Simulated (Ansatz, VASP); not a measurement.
# PtSe in VASP and in Ansatz

```xyz
2
Lattice="0.0000 3.0374 3.0374 3.0374 0.0000 3.0374 3.0374 3.0374 0.0000" Properties=species:S:1:pos:R:3 pbc="T T T"
Pt    0.0000    0.0000    0.0000
Se    1.5187    1.5187    1.5187
```

Alike in both runs: functional r2SCAN; k mesh 8 × 8 × 8; occupations fermi-dirac, width 0.05 eV; no spin polarisation; Hubbard terms Pt d U = 8.0 eV.

```csv
,VASP,Ansatz
version,VASP 6.6.1,Ansatz 0.2.0
potentials or method,"VASP PAW PBE potentials, release 64 (Pt, Se)",Ansatz PAW
plane-wave cutoff (eV),520,500
valence electrons in the cell,16,34
task,single point,projected density of states
```

```tsv
	VASP	Ansatz	Ansatz less VASP
gap on the k mesh at the Fermi level (eV)	none	none	-
pressure (GPa)	-15.7	-12.3	+3.38
```

VASP's potentials were made for PBE, not for r2SCAN. The programs project onto different local orbitals, so the same U acts differently, and such runs can settle in different states. A gap of «none» marks a metal or a gap that the smearing closes. VASP's potentials hold 16 valence electrons a cell and Ansatz's 34, so a difference there can come from the potentials and not from the codes.

Spin-orbit coupling is off throughout.
